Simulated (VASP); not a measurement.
Wanted: the native input for a VASP 6.6.1 run.

* Task: single point
* Functional: PBE
* Potentials or basis: VASP PAW PBE potentials, release 64 (Zr_sv, B)
* Cutoff: 520 eV
* k mesh: 3 × 3 × 2
* Occupations: methfessel-paxton, width 0.15 eV
* Spin: no spin polarisation
* Dipole correction: no
* Further INCAR settings: LREAL = Auto; ALGO = Normal; EDIFF = 1e-07; NBANDS = 88

The structure of Zr8B15 (a cell with a defect) lies in POSCAR:

```
Zr8B15
1.0
    3.1949820000      5.5338680000      0.0000000000
   -3.1949820000      5.5338680000      0.0000000000
    0.0000000000      0.0000000000      7.1216840000
Zr B
8 15
Direct
   -0.0011952751      0.0014247710     -0.0028372503
   -0.0011302339      0.0013740055      0.5024984259
   -0.0000514558      0.5008508967     -0.0037538874
   -0.0000010760      0.5007851569      0.5034458142
    0.4982374601      0.0025473436     -0.0037210300
    0.4982868370      0.0025050142      0.5034097272
    0.4982505416      0.5008652668     -0.0037109201
    0.4982601386      0.5007653170      0.5034150631
    0.1652704298      0.1679249048      0.2498306580
    0.3321399883      0.3348157468      0.2498336068
    0.1641791828      0.1667441425      0.7498473676
    0.3321535000      0.3347341092      0.7498358534
    0.1653418868      0.6684517635      0.2498640771
    0.3323393260      0.8346614048      0.2498628133
    0.1641671145      0.6707064315      0.7498615496
    0.3178574809      0.8419058167      0.7499316173
    0.6658484297      0.1679867829      0.2498725021
    0.8320895061      0.3349139352      0.2498482101
    0.6680918757      0.1667842001      0.7498423126
    0.8392665225      0.3204664166      0.7498296751
    0.6654954709      0.6680269406      0.2498166164
    0.8320562342      0.8346584398      0.2498642175
    0.8392105856      0.8419605229      0.7497935881
```

These files were run (other wordings do the same):

INCAR

```
SYSTEM = Zr8B15
  PREC = Accurate
  ENCUT = 520
  EDIFF = 1E-7
  ISMEAR = 1
  SIGMA = 0.15
  LREAL = Auto
  LASPH = .TRUE.
  NELM = 80
  ALGO = Normal
  ISIF = 2
  LWAVE = .FALSE.
  LCHARG = .TRUE.
  GGA = PE
  LELF = .TRUE.
  LVHAR = .TRUE.
  NBANDS = 88
```

KPOINTS

```
Automatic mesh
0
G
  3 3 2
  0 0 0
```

Potentials or basis: VASP PAW PBE potentials, release 64 (Zr_sv, B).

Launch:

```sh
$ cat potpaw_PBE.64/Zr_sv/POTCAR potpaw_PBE.64/B/POTCAR > POTCAR
$ mpirun -np 1 vasp_std > vasp.out
```

Results of the run:

```yaml
Pressure: -3.4 GPa
Largest_force: 0.041 eV/Å
Band_gap_on_the_k_mesh: zero (an odd number of electrons rules out a gap without spin polarisation)
```

Caveat: the k points lie up to 0.44 Å⁻¹ apart, too coarse for converged energies and pressures of a metal.

Run time: 15 min on 1 thread of Intel Xeon 8259CL (shared host), peak memory 0.43 GiB.
